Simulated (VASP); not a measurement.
# Mg (P6_3/mmc) in VASP: notebook

Mg is run at these levels: PBEsol; tasks: single point.

Program: VASP 6.6.1. These are calculated values, not measurements. Logs are shortened: lines on timing, memory, paths and dates and some standing lists are left out, and cuts for length are marked.

**1. The cell of the first run**

Symmetry: P6_3/mmc, No. 194, hexagonal system. The conventional cell has a = 3.144 Å, b = 3.144 Å, c = 5.105 Å, α = 90.00°, β = 90.00°, γ = 120.00°. Within 4.1 Å of Mg (site symmetry -6m2) lie 12 Mg at 3.13 to 3.14 Å.

**2. Single point, PBEsol (21.85 Å³/atom)**

The input, INCAR:

```
SYSTEM = Mg
ALGO     = Normal         ! electronic algorithm
EDIFF    = 1E-7           ! SCF threshold, eV
ENCUT    = 520            ! plane-wave cutoff, eV
GGA      = PS             ! functional
ISIF     = 2              ! what is computed and relaxed
ISMEAR   = -1             ! smearing method
LASPH    = .True.         ! aspherical terms in the spheres
LCHARG   = .False.        ! write CHGCAR
LREAL    = .False.        ! projectors in reciprocal space
LWAVE    = .False.        ! write WAVECAR
NBANDS   = 9              ! bands
NELM     = 80             ! most SCF steps
PREC     = Accurate       ! precision mode
SIGMA    = 0.08           ! smearing width, eV
```

The input, KPOINTS:

```
k-points
0
Gamma
  12 12 7
  0 0 0
```

The input, POSCAR:

```
Mg
1.0
    3.1443151174      0.0000000000      0.0000000000
   -1.5721575586      2.7230567692      0.0000000000
    0.0000000000      0.0000000000      5.1048716881
Mg
2
Direct
    0.3333333333      0.6666666667      0.2500000000
    0.6666666667      0.3333333333      0.7500000000
```

Potentials or basis: VASP PAW PBE potentials, release 64 (Mg).

Started as:

```
> cat potpaw_PBE.64/Mg/POTCAR > POTCAR
> mpirun -np 1 vasp_std > vasp.out
```

OUTCAR:

```text
SYSTEM = Mg
   EDIFF = 1E-7
   ENCUT = 520
   GGA = PS
   ISIF = 2
   ISMEAR = -1
   LASPH = .True.
   LREAL = .False.
   NELM = 80
   PREC = Accurate

 ion  position               nearest neighbor table
   1  0.333  0.667  0.250-   2 3.13   2 3.13   2 3.13   2 3.13   2 3.13   2 3.13
   2  0.667  0.333  0.750-   1 3.13   1 3.13   1 3.13   1 3.13   1 3.13   1 3.13

  LATTYP: Found a hexagonal cell.
 ALAT       =     3.1443151174
 C/A-ratio  =     1.6235242008

  Lattice vectors:

 A1 = (   3.1443151174,   0.0000000000,   0.0000000000)
 A2 = (  -1.5721575586,   2.7230567692,   0.0000000000)
 A3 = (   0.0000000000,   0.0000000000,   5.1048716881)

Analysis of symmetry for initial positions (statically):
=====================================================================
 Subroutine PRICEL returns:
 Original cell was already a primitive cell.

 Routine SETGRP: Setting up the symmetry group for a
 hexagonal supercell.

 Subroutine GETGRP returns: Found 24 space group operations
 (whereof 12 operations were pure point group operations)
 out of a pool of 24 trial point group operations.

The static configuration has the point symmetry D_3d.
 The point group associated with its full space group is D_6h.

Analysis of symmetry for dynamics (positions and initial velocities):
=====================================================================
 Subroutine PRICEL returns:
 Original cell was already a primitive cell.

 Routine SETGRP: Setting up the symmetry group for a
 hexagonal supercell.

 Subroutine GETGRP returns: Found 24 space group operations
 (whereof 12 operations were pure point group operations)
 out of a pool of 24 trial point group operations.

The dynamic configuration has the point symmetry D_3d.
 The point group associated with its full space group is D_6h.

 Subroutine INISYM returns: Found 24 space group operations
 (whereof 12 operations are pure point group operations),
 and found     1 'primitive' translations

----------------------------------------------------------------------------------------

                                     Primitive cell

  volume of cell :      43.7087

  direct lattice vectors                    reciprocal lattice vectors
     3.144315117  0.000000000  0.000000000     0.318034282  0.183617178  0.000000000
    -1.572157559  2.723056769  0.000000000     0.000000000  0.367234356  0.000000000
     0.000000000  0.000000000  5.104871688     0.000000000  0.000000000  0.195891310

  length of vectors
     3.144315117  3.144315117  5.104871688     0.367234356  0.367234356  0.195891310

  position of ions in fractional coordinates (direct lattice)
[... 87 lines left out ...]
   POTIM  = 0.5000    time-step for ionic-motion
   TEBEG  =    0.0;   TEEND  =   0.0 temperature during run
   PSTRESS=    0.0 pullay stress
   NELECT =       4.0000    total number of electrons
   NUPDOWN=      -1.0000    fix difference up-down
   EMIN   =  10.00;   EMAX   =-10.00  energy-range for DOS
   EFERMI =   0.00;   METHOD = LEGACY
   ISMEAR =    -1;   SIGMA  =   0.08  broadening in eV -4-tet -1-fermi 0-gaus
   EFERMI_NEDOS =   21; number of points for ismear=-14 and -15
   IALGO  =     38    algorithm
   IMIX   =      4    mixing-type and parameters
     AMIX     =   0.40;   BMIX     =  1.00
     AMIX_MAG =   1.60;   BMIX_MAG =  1.00
  volume/ion in A,a.u.               =      21.85       147.48
  Fermi-wavevector in a.u.,A,eV,Ry     =   0.737744  1.394134  7.405189  0.544266
  Thomas-Fermi vector in A             =   1.831499
   LORBIT       =      0    0 simple, 1 ext, 2 COOP (PROOUT), +10 PAW based schemes
   GGA     = PS    functional components
   LHFCALC =     F    Hartree Fock is set to
   AEXX    =    0.0000 exact exchange contribution
   IVDW    =     0    specifies the selected vdW correction
   LEPSILON=     F    determine dielectric tensor
   LRPA    =     F    only Hartree local field effects (RPA)
 non-spin polarized calculation
  energy-cutoff  :      520.00
  volume of cell :       43.71
 maximum number of plane-waves:      1198
 NGX is ok and might be reduce to    24
   NGX = 11   NGY = 11   NGZ = 19

 number of electron       4.0000000 magnetization

 Free energy of the ion-electron system (eV)
  ---------------------------------------------------
  ext. energy  EPLUGINS =         0.00000000
  ---------------------------------------------------
  free energy    TOTEN  =        -3.45213528 eV

  energy without entropy =       -3.43539623  energy(sigma->0) =       -3.44376576

 E-fermi :   2.8068     XC(G=0):  -8.6894

 val. band max:        2.8000327219   @ k =   0.2500  -0.0000   0.0000
 cond. band min:       2.9514836217   @ k =   0.4167   0.0833   0.2857
 fundamental gap:      0.1514508997
 Fermi energy:         2.8068239018

 k-point     1 :       0.0000    0.0000    0.0000
  band No.  band energies     occupation
      1      -4.2916      2.00000
      2       1.0853      2.00000
      3       1.6167      2.00000
      4      14.0650      0.00000
      5      14.0650      0.00000
      6      14.2841      0.00000
      7      14.2841      0.00000
      8      14.9575      0.00000
      9      16.7491      0.00000
[... 265 lines left out ...]
 k-point    24 :       0.3333    0.0000    0.1429
  band No.  band energies     occupation
      1      -1.9423      2.00000
      2       1.9636      1.99995
      3       4.3158      0.00000
      4       5.4686      0.00000
      5       8.2379      0.00000
      6      10.5433      0.00000
      7      10.6262      0.00000
      8      12.6916      0.00000
      9      13.9540      0.00000

 [... further k-points ...]

------------------------ aborting loop because EDIFF is reached ----------------------------------------

  FORCE on cell =-STRESS in cart. coord.  units (eV):
  Direction    XX          YY          ZZ          XY          YZ          ZX
  --------------------------------------------------------------------------------------
  -------------------------------------------------------------------------------------
  Total        0.3860590      0.3860590      0.1529458      0.0000000     -0.0000000      0.0000000
  in kB       14.1513126     14.1513126      5.6063529      0.0000000     -0.0000000      0.0000000
  external PRESSURE =      11.3029927 kB  Pullay stress =       0.0000000 kB

 VOLUME and BASIS-vectors are now :
 -----------------------------------------------------------------------------
  energy-cutoff  :      520.00
  volume of cell :       43.71
      direct lattice vectors                 reciprocal lattice vectors
     3.144315117  0.000000000  0.000000000     0.318034282  0.183617178  0.000000000
    -1.572157559  2.723056769  0.000000000     0.000000000  0.367234356  0.000000000
     0.000000000  0.000000000  5.104871688     0.000000000  0.000000000  0.195891310

 POSITION                                       TOTAL-FORCE (eV/Angst)
 -----------------------------------------------------------------------------------
     -0.00000      1.81537      1.27622         0.000000     -0.000000      0.000000
      1.57216      0.90769      3.82865        -0.000000      0.000000      0.000000
 -----------------------------------------------------------------------------------
    total drift:                                0.000000     -0.000000      0.000000

  FREE ENERGIE OF THE ION-ELECTRON SYSTEM (eV)
  ---------------------------------------------------
  free  energy   TOTEN  =        -3.4521352820 eV

  energy  without entropy=       -3.4353962344  energy(sigma->0) =       -3.44376576
```

Wall time 7.1 s (1 thread of Intel Xeon 6975P-C (Granite Rapids), shared host); peak memory 0.17 GiB.

Results:

* Free energy: -3.4521 eV
* Pressure: 1.1 GPa
* Band gap on the k mesh: zero (bands 2 and 3 overlap by 2.25 eV)

Stress tensor (GPa, compression positive):
```
1.42 0.00 0.00
0.00 1.42 0.00
0.00 0.00 0.56
```

Caveat: the PAW data sets were made with another functional, which shifts forces and pressure a little.

**3. Single point, PBEsol (21.84 Å³/atom)**

The input, INCAR:

```
PREC = Accurate ; ENCUT = 520
EDIFF = 1E-7 ; ISMEAR = -1
SIGMA = 0.08 ; LREAL = F
LASPH = T ; NELM = 80
ALGO = Normal ; ISIF = 2
LWAVE = F ; LCHARG = F
GGA = PS ; NBANDS = 9
```

The input, KPOINTS:

```
Automatic mesh
0
Gamma
  12 12 7
```

The input, POSCAR:

```
Mg
1.0
    3.1437578123      0.0000000000      0.0000000000
   -1.5718789061      2.7225741288      0.0000000000
    0.0000000000      0.0000000000      5.1039668898
Mg
2
Direct
    0.3333333333      0.6666666667      0.2500000000
    0.6666666667      0.3333333333      0.7500000000
```

Potentials or basis: VASP PAW PBE potentials, release 64 (Mg).

Started as:

```
> cat potpaw_PBE.64/Mg/POTCAR > POTCAR
> mpirun -np 1 vasp_std > vasp.out
```

OUTCAR:

```text
PREC = Accurate
   ENCUT = 520
   EDIFF = 1E-7
   ISMEAR = -1
   LREAL = F
   LASPH = T
   NELM = 80
   ISIF = 2
   GGA = PS

 ion  position               nearest neighbor table
   1  0.333  0.667  0.250-   2 3.13   2 3.13   2 3.13   2 3.13   2 3.13   2 3.13
   2  0.667  0.333  0.750-   1 3.13   1 3.13   1 3.13   1 3.13   1 3.13   1 3.13

  LATTYP: Found a hexagonal cell.
 ALAT       =     3.1437578123
 C/A-ratio  =     1.6235242008

  Lattice vectors:

[... 476 lines left out ...]

------------------------ aborting loop because EDIFF is reached ----------------------------------------

  FORCE on cell =-STRESS in cart. coord.  units (eV):
  Direction    XX          YY          ZZ          XY          YZ          ZX
  --------------------------------------------------------------------------------------
  -------------------------------------------------------------------------------------
  Total        0.3920773      0.3920773      0.1588800      0.0000000      0.0000000      0.0000000
  in kB       14.3795601     14.3795601      5.8269765      0.0000000      0.0000000      0.0000000
  external PRESSURE =      11.5286989 kB  Pullay stress =       0.0000000 kB

 VOLUME and BASIS-vectors are now :
 -----------------------------------------------------------------------------
  energy-cutoff  :      520.00
  volume of cell :       43.69
      direct lattice vectors                 reciprocal lattice vectors
     3.143757812  0.000000000  0.000000000     0.318090661  0.183649729  0.000000000
    -1.571878906  2.722574129  0.000000000     0.000000000  0.367299457  0.000000000
     0.000000000  0.000000000  5.103966890     0.000000000  0.000000000  0.195926036

 POSITION                                       TOTAL-FORCE (eV/Angst)
 -----------------------------------------------------------------------------------
     -0.00000      1.81505      1.27599        -0.000000     -0.000000      0.000000
      1.57188      0.90752      3.82798         0.000000      0.000000      0.000000
 -----------------------------------------------------------------------------------
    total drift:                                0.000000     -0.000000      0.000000

  FREE ENERGIE OF THE ION-ELECTRON SYSTEM (eV)
  ---------------------------------------------------
  free  energy   TOTEN  =        -3.4519689345 eV

  energy  without entropy=       -3.4352416928  energy(sigma->0) =       -3.44360531
```

OSZICAR:

```text
N       E                     dE             d eps       ncg     rms          rms(c)
DAV:   1    -0.675449575958E+00   -0.67545E+00   -0.13139E+03  1368   0.316E+02
DAV:   2    -0.343117370624E+01   -0.27557E+01   -0.26017E+01  1822   0.266E+01
DAV:   3    -0.347204051269E+01   -0.40867E-01   -0.40715E-01  1801   0.273E+00
DAV:   4    -0.347217203026E+01   -0.13152E-03   -0.13151E-03  1751   0.146E-01
DAV:   5    -0.347217259301E+01   -0.56275E-06   -0.56256E-06  1745   0.987E-03    0.959E-01
DAV:   6    -0.346147595187E+01    0.10697E-01   -0.48828E-04  1643   0.145E-01    0.610E-01
DAV:   7    -0.345196607693E+01    0.95099E-02   -0.20287E-03  1414   0.261E-01    0.307E-02
DAV:   8    -0.345196929856E+01   -0.32216E-05   -0.17418E-05  1952   0.251E-02    0.628E-03
DAV:   9    -0.345196905033E+01    0.24823E-06   -0.88606E-07  1512   0.414E-03    0.564E-04
DAV:  10    -0.345196894291E+01    0.10741E-06   -0.40709E-09  1093   0.344E-04    0.147E-04
DAV:  11    -0.345196893455E+01    0.83642E-08   -0.39556E-10   779   0.131E-04
   1 F= -.34519689E+01 E0= -.34436053E+01  d E =-.167272E-01
```

stdout:

```text
POSCAR found type information on POSCAR Mg
 POSCAR found :  1 types and       2 ions
 scaLAPACK will be used
 -----------------------------------------------------------------------------
|                                                                             |
|                                                                             |
|     You enforced a specific xc type in the INCAR file but a different       |
|     I HOPE YOU KNOW WHAT YOU ARE DOING!                                     |
|                                                                             |
 -----------------------------------------------------------------------------

 LDA part: xc-table for (Slater+PW92), standard interpolation
 POSCAR, INCAR and KPOINTS ok, starting setup
 FFT: planning ... GRIDC
 FFT: planning ... GRID_SOFT
 FFT: planning ... GRID
 WAVECAR not read
 entering main loop
```

Wall time 7.2 s (1 thread of Intel Xeon 6975P-C (Granite Rapids), shared host); peak memory 0.17 GiB.

Results:

- Free energy: -3.4520 eV
- Pressure: 1.2 GPa
- Band gap on the k mesh: zero (bands 2 and 3 overlap by 2.25 eV)

Levels at points of the mesh, in eV from the Fermi level:
```csv
k point,band 1,band 2,band 3,band 4,band 5,band 6
"(0.00, 0.00, 0.00)",-7.10,-1.72,-1.19,11.26,11.26,11.48
"(0.50, 0.00, 0.00)",-2.19,-2.13,2.78,3.08,3.47,3.87
```

Caveat: the PAW data sets were made with another functional, which shifts forces and pressure a little.
